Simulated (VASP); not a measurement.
# La (P6_3/mmc) in VASP: further runs

Aim: see how the results for La move with the level of theory and the settings. Levels: PBEsol+U, PBEsol. Tasks: single point.

All numbers are computed with VASP 6.6.1; they aren't measurements. Logs are shortened: lines on timing, memory, paths and dates and some standing lists are left out, and cuts for length are marked.

**1. The cell of the first run**

The structure is hexagonal, space group P6_3/mmc (No. 194). Conventional cell: a = 3.750 Å, b = 3.750 Å, c = 6.070 Å, α = 90.00°, β = 90.00°, γ = 120.00°. Within 4.9 Å of La (site symmetry -6m2) lie 12 La at 3.73 to 3.75 Å.

**2. Single point, PBEsol+U**

INCAR reads:

```
PREC = Accurate
ENCUT = 520
EDIFF = 1E-6
ISMEAR = -1
SIGMA = 0.05
LREAL = F
LASPH = T
NELM = 150
ALGO = Normal
ISIF = 2
LWAVE = F
LCHARG = F
LMAXMIX = 6
LDAU = T
LDAUTYPE = 2
LDAUL = 3
LDAUU = 8
LDAUJ = 0
LDAUPRINT = 1
GGA = PS
NBANDS = 18
```

KPOINTS reads:

```
Automatic mesh
0
Gamma
  8 8 5
```

POSCAR reads:

```
La
1.0
    3.7500000000      0.0000000000      0.0000000000
   -1.8750000000      3.2475952642      0.0000000000
    0.0000000000      0.0000000000      6.0700000000
La
2
Direct
    0.6666666667      0.3333333333      0.7500000000
    0.3333333333      0.6666666667      0.2500000000
```

Potentials or basis: VASP PAW PBE potentials, release 64 (La).

Launch:

```bash
> cat potpaw_PBE.64/La/POTCAR > POTCAR
> mpirun -np 1 vasp_std > vasp.out
```

OUTCAR:

```text
PREC = Accurate
   ENCUT = 520
   EDIFF = 1E-6
   ISMEAR = -1
   LREAL = F
   LASPH = T
   NELM = 150
   ISIF = 2
   GGA = PS

 ion  position               nearest neighbor table
   1  0.667  0.333  0.750-
   2  0.333  0.667  0.250-

  LATTYP: Found a hexagonal cell.
 ALAT       =     3.7500000000
 C/A-ratio  =     1.6186666667

  Lattice vectors:

 A1 = (   3.7500000000,   0.0000000000,   0.0000000000)
 A2 = (  -1.8750000000,   3.2475952642,   0.0000000000)
 A3 = (   0.0000000000,   0.0000000000,   6.0700000000)

Analysis of symmetry for initial positions (statically):
=====================================================================
 Subroutine PRICEL returns:
 Original cell was already a primitive cell.

 Routine SETGRP: Setting up the symmetry group for a
 hexagonal supercell.

 Subroutine GETGRP returns: Found 24 space group operations
 (whereof 12 operations were pure point group operations)
 out of a pool of 24 trial point group operations.

The static configuration has the point symmetry D_3d.
 The point group associated with its full space group is D_6h.

Analysis of symmetry for dynamics (positions and initial velocities):
=====================================================================
 Subroutine PRICEL returns:
 Original cell was already a primitive cell.

 Routine SETGRP: Setting up the symmetry group for a
 hexagonal supercell.

 Subroutine GETGRP returns: Found 24 space group operations
 (whereof 12 operations were pure point group operations)
 out of a pool of 24 trial point group operations.

The dynamic configuration has the point symmetry D_3d.
 The point group associated with its full space group is D_6h.

 Subroutine INISYM returns: Found 24 space group operations
 (whereof 12 operations are pure point group operations),
 and found     1 'primitive' translations

----------------------------------------------------------------------------------------

                                     Primitive cell

  volume of cell :      73.9234

  direct lattice vectors                    reciprocal lattice vectors
     3.750000000  0.000000000  0.000000000     0.266666667  0.153960072  0.000000000
    -1.875000000  3.247595264  0.000000000     0.000000000  0.307920144  0.000000000
     0.000000000  0.000000000  6.070000000     0.000000000  0.000000000  0.164744646

  length of vectors
     3.750000000  3.750000000  6.070000000     0.307920144  0.307920144  0.164744646

  position of ions in fractional coordinates (direct lattice)
     0.666666667  0.333333333  0.750000000
     0.333333333  0.666666667  0.250000000

  ion indices of the primitive-cell ions
   primitive index   ion index
                 1           1
                 2           2

[... 136 lines left out ...]

 occupancies and eigenvectors

  o =  0.0005  v = -0.0000  0.0000  0.0000  0.0000 -0.0000 -0.0000  1.0000  0.0000  0.0000  0.0000  0.0000  0.0000  0.0000  0.0000      0.0000  0.0000  0.0000  0.0000  0.0000  0.0000  0.0000  0.0000  0.0000  0.0000  0.0000  0.0000  0.0000  0.0000
  o =  0.0005  v =  0.0000  0.0000  0.0000  0.0000  0.0000  0.0000  0.0000 -0.0000  0.0000  0.0000  0.0000 -0.0000 -0.0000  1.0000      0.0000  0.0000  0.0000  0.0000  0.0000  0.0000  0.0000  0.0000  0.0000  0.0000  0.0000  0.0000  0.0000  0.0000
  o =  0.0007  v = -0.0000 -0.0000 -0.0000  0.0000  1.0000 -0.0000  0.0000  0.0000  0.0000  0.0000  0.0000  0.0000  0.0000  0.0000      0.0000  0.0000  0.0000  0.0000  0.0000  0.0000  0.0000  0.0000  0.0000  0.0000  0.0000  0.0000  0.0000  0.0000
  o =  0.0007  v =  0.0000  0.0000  0.0000  0.0000  0.0000  0.0000  0.0000 -0.0000 -0.0000 -0.0000  0.0000  1.0000 -0.0000  0.0000      0.0000  0.0000  0.0000  0.0000  0.0000  0.0000  0.0000  0.0000  0.0000  0.0000  0.0000  0.0000  0.0000  0.0000
  o =  0.0007  v =  0.0000  0.0000  0.0000  0.0000  0.0000  0.0000  0.0000  0.0000 -0.0000 -1.0000 -0.0000 -0.0000  0.0000  0.0000      0.0000  0.0000  0.0000  0.0000  0.0000  0.0000  0.0000  0.0000  0.0000  0.0000  0.0000  0.0000  0.0000  0.0000
  o =  0.0007  v =  0.0000 -0.0000 -1.0000 -0.0000 -0.0000  0.0000  0.0000  0.0000  0.0000  0.0000  0.0000  0.0000  0.0000  0.0000      0.0000  0.0000  0.0000  0.0000  0.0000  0.0000  0.0000  0.0000  0.0000  0.0000  0.0000  0.0000  0.0000  0.0000
  o =  0.0016  v = -0.0000 -0.9901  0.0000  0.0000 -0.0000 -0.1405 -0.0000  0.0000  0.0000  0.0000  0.0000  0.0000  0.0000  0.0000      0.0000  0.0000  0.0000  0.0000  0.0000  0.0000  0.0000  0.0000  0.0000  0.0000  0.0000  0.0000  0.0000  0.0000
  o =  0.0016  v =  0.0000  0.0000  0.0000  0.0000  0.0000  0.0000  0.0000 -0.0000 -0.9901  0.0000  0.0000 -0.0000 -0.1405 -0.0000      0.0000  0.0000  0.0000  0.0000  0.0000  0.0000  0.0000  0.0000  0.0000  0.0000  0.0000  0.0000  0.0000  0.0000
  o =  0.0016  v = -0.0000 -0.1405  0.0000 -0.0000  0.0000  0.9901 -0.0000  0.0000  0.0000  0.0000  0.0000  0.0000  0.0000  0.0000      0.0000  0.0000  0.0000  0.0000  0.0000  0.0000  0.0000  0.0000  0.0000  0.0000  0.0000  0.0000  0.0000  0.0000
  o =  0.0016  v =  0.0000  0.0000  0.0000  0.0000  0.0000  0.0000  0.0000 -0.0000 -0.1405  0.0000 -0.0000  0.0000  0.9901 -0.0000      0.0000  0.0000  0.0000  0.0000  0.0000  0.0000  0.0000  0.0000  0.0000  0.0000  0.0000  0.0000  0.0000  0.0000
  o =  0.0018  v =  1.0000 -0.0000  0.0000  0.0000  0.0000  0.0000  0.0000  0.0000  0.0000  0.0000  0.0000  0.0000  0.0000  0.0000      0.0000  0.0000  0.0000  0.0000  0.0000  0.0000  0.0000  0.0000  0.0000  0.0000  0.0000  0.0000  0.0000  0.0000
  o =  0.0018  v =  0.0000  0.0000  0.0000  0.0000  0.0000  0.0000  0.0000  1.0000 -0.0000  0.0000  0.0000  0.0000  0.0000  0.0000      0.0000  0.0000  0.0000  0.0000  0.0000  0.0000  0.0000  0.0000  0.0000  0.0000  0.0000  0.0000  0.0000  0.0000
  o =  0.0019  v = -0.0000  0.0000 -0.0000  1.0000  0.0000  0.0000  0.0000  0.0000  0.0000  0.0000  0.0000  0.0000  0.0000  0.0000      0.0000  0.0000  0.0000  0.0000  0.0000  0.0000  0.0000  0.0000  0.0000  0.0000  0.0000  0.0000  0.0000  0.0000
  o =  0.0019  v =  0.0000  0.0000  0.0000  0.0000  0.0000  0.0000  0.0000 -0.0000  0.0000 -0.0000  1.0000  0.0000  0.0000  0.0000      0.0000  0.0000  0.0000  0.0000  0.0000  0.0000  0.0000  0.0000  0.0000  0.0000  0.0000  0.0000  0.0000  0.0000

atom =   2  type =  1  l = 3

 onsite density matrix

spin component  1

  0.0018  0.0000  0.0000 -0.0000  0.0000  0.0000  0.0000
  0.0000  0.0016 -0.0000 -0.0000  0.0000 -0.0000  0.0000
  0.0000 -0.0000  0.0007 -0.0000  0.0000 -0.0000 -0.0000
 -0.0000 -0.0000 -0.0000  0.0019  0.0000  0.0000 -0.0000
  0.0000  0.0000  0.0000  0.0000  0.0007 -0.0000  0.0000
  0.0000 -0.0000 -0.0000  0.0000 -0.0000  0.0016  0.0000
  0.0000  0.0000 -0.0000 -0.0000  0.0000  0.0000  0.0005

spin component  2

  0.0018  0.0000  0.0000 -0.0000  0.0000  0.0000  0.0000
  0.0000  0.0016 -0.0000 -0.0000  0.0000 -0.0000  0.0000
  0.0000 -0.0000  0.0007 -0.0000  0.0000 -0.0000 -0.0000
 -0.0000 -0.0000 -0.0000  0.0019  0.0000  0.0000 -0.0000
  0.0000  0.0000  0.0000  0.0000  0.0007 -0.0000  0.0000
  0.0000 -0.0000 -0.0000  0.0000 -0.0000  0.0016  0.0000
  0.0000  0.0000 -0.0000 -0.0000  0.0000  0.0000  0.0005

 occupancies and eigenvectors

  o =  0.0005  v =  0.0000 -0.0000 -0.0000  0.0000  0.0000 -0.0000 -1.0000  0.0000  0.0000  0.0000  0.0000  0.0000  0.0000  0.0000      0.0000  0.0000  0.0000  0.0000  0.0000  0.0000  0.0000  0.0000  0.0000  0.0000  0.0000  0.0000  0.0000  0.0000
  o =  0.0005  v =  0.0000  0.0000  0.0000  0.0000  0.0000  0.0000  0.0000  0.0000 -0.0000 -0.0000  0.0000  0.0000 -0.0000 -1.0000      0.0000  0.0000  0.0000  0.0000  0.0000  0.0000  0.0000  0.0000  0.0000  0.0000  0.0000  0.0000  0.0000  0.0000
  o =  0.0007  v =  0.0000  0.0000  0.0000  0.0000 -1.0000 -0.0000 -0.0000  0.0000  0.0000  0.0000  0.0000  0.0000  0.0000  0.0000      0.0000  0.0000  0.0000  0.0000  0.0000  0.0000  0.0000  0.0000  0.0000  0.0000  0.0000  0.0000  0.0000  0.0000
  o =  0.0007  v =  0.0000  0.0000  0.0000  0.0000  0.0000  0.0000  0.0000  0.0000  0.0000  0.0000  0.0000 -1.0000 -0.0000 -0.0000      0.0000  0.0000  0.0000  0.0000  0.0000  0.0000  0.0000  0.0000  0.0000  0.0000  0.0000  0.0000  0.0000  0.0000
  o =  0.0007  v =  0.0000  0.0000  0.0000  0.0000  0.0000  0.0000  0.0000 -0.0000  0.0000  1.0000  0.0000  0.0000  0.0000 -0.0000      0.0000  0.0000  0.0000  0.0000  0.0000  0.0000  0.0000  0.0000  0.0000  0.0000  0.0000  0.0000  0.0000  0.0000
  o =  0.0007  v = -0.0000  0.0000  1.0000  0.0000  0.0000  0.0000 -0.0000  0.0000  0.0000  0.0000  0.0000  0.0000  0.0000  0.0000      0.0000  0.0000  0.0000  0.0000  0.0000  0.0000  0.0000  0.0000  0.0000  0.0000  0.0000  0.0000  0.0000  0.0000
  o =  0.0016  v = -0.0000 -0.2966  0.0000 -0.0000 -0.0000  0.9550  0.0000  0.0000  0.0000  0.0000  0.0000  0.0000  0.0000  0.0000      0.0000  0.0000  0.0000  0.0000  0.0000  0.0000  0.0000  0.0000  0.0000  0.0000  0.0000  0.0000  0.0000  0.0000
  o =  0.0016  v =  0.0000  0.0000  0.0000  0.0000  0.0000  0.0000  0.0000 -0.0000 -0.2966  0.0000 -0.0000 -0.0000  0.9550  0.0000      0.0000  0.0000  0.0000  0.0000  0.0000  0.0000  0.0000  0.0000  0.0000  0.0000  0.0000  0.0000  0.0000  0.0000
  o =  0.0016  v = -0.0000  0.9550 -0.0000 -0.0000  0.0000  0.2966 -0.0000  0.0000  0.0000  0.0000  0.0000  0.0000  0.0000  0.0000      0.0000  0.0000  0.0000  0.0000  0.0000  0.0000  0.0000  0.0000  0.0000  0.0000  0.0000  0.0000  0.0000  0.0000
  o =  0.0016  v =  0.0000  0.0000  0.0000  0.0000  0.0000  0.0000  0.0000 -0.0000  0.9550 -0.0000 -0.0000  0.0000  0.2966 -0.0000      0.0000  0.0000  0.0000  0.0000  0.0000  0.0000  0.0000  0.0000  0.0000  0.0000  0.0000  0.0000  0.0000  0.0000
  o =  0.0018  v =  1.0000  0.0000  0.0000 -0.0000  0.0000  0.0000  0.0000  0.0000  0.0000  0.0000  0.0000  0.0000  0.0000  0.0000      0.0000  0.0000  0.0000  0.0000  0.0000  0.0000  0.0000  0.0000  0.0000  0.0000  0.0000  0.0000  0.0000  0.0000
  o =  0.0018  v =  0.0000  0.0000  0.0000  0.0000  0.0000  0.0000  0.0000  1.0000  0.0000  0.0000 -0.0000  0.0000  0.0000  0.0000      0.0000  0.0000  0.0000  0.0000  0.0000  0.0000  0.0000  0.0000  0.0000  0.0000  0.0000  0.0000  0.0000  0.0000
  o =  0.0019  v =  0.0000  0.0000  0.0000  0.0000  0.0000  0.0000  0.0000  0.0000  0.0000 -0.0000  1.0000 -0.0000  0.0000  0.0000      0.0000  0.0000  0.0000  0.0000  0.0000  0.0000  0.0000  0.0000  0.0000  0.0000  0.0000  0.0000  0.0000  0.0000
  o =  0.0019  v =  0.0000  0.0000 -0.0000  1.0000 -0.0000  0.0000  0.0000  0.0000  0.0000  0.0000  0.0000  0.0000  0.0000  0.0000      0.0000  0.0000  0.0000  0.0000  0.0000  0.0000  0.0000  0.0000  0.0000  0.0000  0.0000  0.0000  0.0000  0.0000

 number of electron      21.9999996 magnetization

 Free energy of the ion-electron system (eV)
  ---------------------------------------------------
  ext. energy  EPLUGINS =         0.00000000
  ---------------------------------------------------
  free energy    TOTEN  =       -10.29068706 eV

  energy without entropy =      -10.25906628  energy(sigma->0) =      -10.27487667

 E-fermi :   7.8571     XC(G=0):  -9.7127

 val. band max:        7.8359130282   @ k =   0.3750   0.2500   0.2000
 cond. band min:       7.8700979706   @ k =   0.2500   0.2500   0.2000
 fundamental gap:      0.0341849424
 Fermi energy:         7.8571242509

 k-point     1 :       0.0000    0.0000    0.0000
  band No.  band energies     occupation
      1     -25.2147      2.00000
      2     -25.0108      2.00000
      3      -9.5097      2.00000
      4      -8.2982      2.00000
      5      -8.2982      2.00000
      6      -8.1112      2.00000
[... 481 lines left out ...]
      5      -8.5733      2.00000
      6      -8.4654      2.00000
[... 10 lines left out ...]
     17      11.8970      0.00000
     18      12.4083      0.00000

 [... further k-points ...]

------------------------ aborting loop because EDIFF is reached ----------------------------------------

  FORCE on cell =-STRESS in cart. coord.  units (eV):
  Direction    XX          YY          ZZ          XY          YZ          ZX
  --------------------------------------------------------------------------------------
  -------------------------------------------------------------------------------------
  Total        0.0526984      0.0526984      0.1732484      0.0000000     -0.0000000     -0.0000000
  in kB        1.1421573      1.1421573      3.7548961      0.0000000     -0.0000000     -0.0000000
  external PRESSURE =       2.0130703 kB  Pullay stress =       0.0000000 kB

 VOLUME and BASIS-vectors are now :
 -----------------------------------------------------------------------------
  energy-cutoff  :      520.00
  volume of cell :       73.92
      direct lattice vectors                 reciprocal lattice vectors
     3.750000000  0.000000000  0.000000000     0.266666667  0.153960072  0.000000000
    -1.875000000  3.247595264  0.000000000     0.000000000  0.307920144  0.000000000
     0.000000000  0.000000000  6.070000000     0.000000000  0.000000000  0.164744646

 POSITION                                       TOTAL-FORCE (eV/Angst)
 -----------------------------------------------------------------------------------
      1.87500      1.08253      4.55250         0.000000     -0.000000      0.000000
     -0.00000      2.16506      1.51750        -0.000000      0.000000      0.000000
 -----------------------------------------------------------------------------------
    total drift:                                0.000000     -0.000000      0.000000

  FREE ENERGIE OF THE ION-ELECTRON SYSTEM (eV)
  ---------------------------------------------------
  free  energy   TOTEN  =       -10.2906870593 eV

  energy  without entropy=      -10.2590662780  energy(sigma->0) =      -10.27487667
```

Run time: 33 s. Hardware: 1 thread of Intel Xeon Platinum 8488C (Sapphire Rapids), shared host; peak memory 0.21 GiB.

What came out:

| Property | Result |
| --- | --- |
| Free energy | -10.2907 eV |
| Pressure | 0.2 GPa |
| Band gap on the k mesh | zero (bands 11 and 12 overlap by 1.58 eV) |

Eigenvalues of the final occupation matrices:
```
    site  spin  trace                         eigenvalues
site 1 f     1   0.01  0.00 0.00 0.00 0.00 0.00 0.00 0.00
site 1 f     2   0.01  0.00 0.00 0.00 0.00 0.00 0.00 0.00
site 2 f     1   0.01  0.00 0.00 0.00 0.00 0.00 0.00 0.00
site 2 f     2   0.01  0.00 0.00 0.00 0.00 0.00 0.00 0.00
```

Caveat: the PAW data sets were made with another functional, which shifts forces and pressure a little; spin-orbit coupling is left out, which moves the levels of the heavy elements; U without spin polarisation on a metal has little footing; the U is typed as a test and isn't derived for this compound.

**3. Single point, PBEsol**

This run uses another cell than the first one, of 34.74 Å³/atom.

INCAR reads:

```
SYSTEM = La
PREC     = Accurate       ! precision mode
ENCUT    = 520            ! plane-wave cutoff, eV
EDIFF    = 1E-6           ! SCF threshold, eV
ISMEAR   = -1             ! smearing method
SIGMA    = 0.05           ! smearing width, eV
LREAL    = .False.        ! projectors in reciprocal space
LASPH    = .True.         ! aspherical terms in the spheres
NELM     = 80             ! most SCF steps
ALGO     = Fast           ! electronic algorithm
ISIF     = 2              ! what is computed and relaxed
LWAVE    = .False.        ! write WAVECAR
LCHARG   = .False.        ! write CHGCAR
GGA      = PS             ! functional
NBANDS   = 18             ! bands
```

KPOINTS reads:

```
Automatic mesh
0
Gamma
  8 8 5
  0 0 0
```

POSCAR reads:

```
La
1.0
    3.6734479077      0.0000000000      0.0000000000
   -1.8367239538      3.1812992075      0.0000000000
    0.0000000000      0.0000000000      5.9460876799
La
2
Direct
    0.6666666667      0.3333333333      0.7500000000
    0.3333333333      0.6666666667      0.2500000000
```

Potentials or basis: VASP PAW PBE potentials, release 64 (La).

Launch:

```bash
> cat potpaw_PBE.64/La/POTCAR > POTCAR
> mpirun -np 1 vasp_std > vasp.out
```

It took 90 s on 1 thread of Intel Xeon Platinum 8559C (Emerald Rapids), shared host; peak memory 0.21 GiB.

The run converged. Its results:

* Free energy: -10.6164 eV
* Pressure: 0.1 GPa
* Band gap on the k mesh: zero (bands 11 and 12 overlap by 1.39 eV)

Levels at points of the mesh, in eV from the Fermi level:
```
           k point  band 7  band 8  band 9  band 10  band 11  band 12  band 13  band 14  band 15  band 16
(0.00, 0.00, 0.00)  -15.55  -15.52   -3.19    -1.86     1.12     1.36     1.36     1.65     1.78     1.78
(0.50, 0.00, 0.00)  -15.95  -15.75   -1.77    -1.26    -1.19     1.25     1.40     1.44     1.59     2.03
```

Caveat: the PAW data sets were made with another functional, which shifts forces and pressure a little; spin-orbit coupling is left out, which moves the levels of the heavy elements.
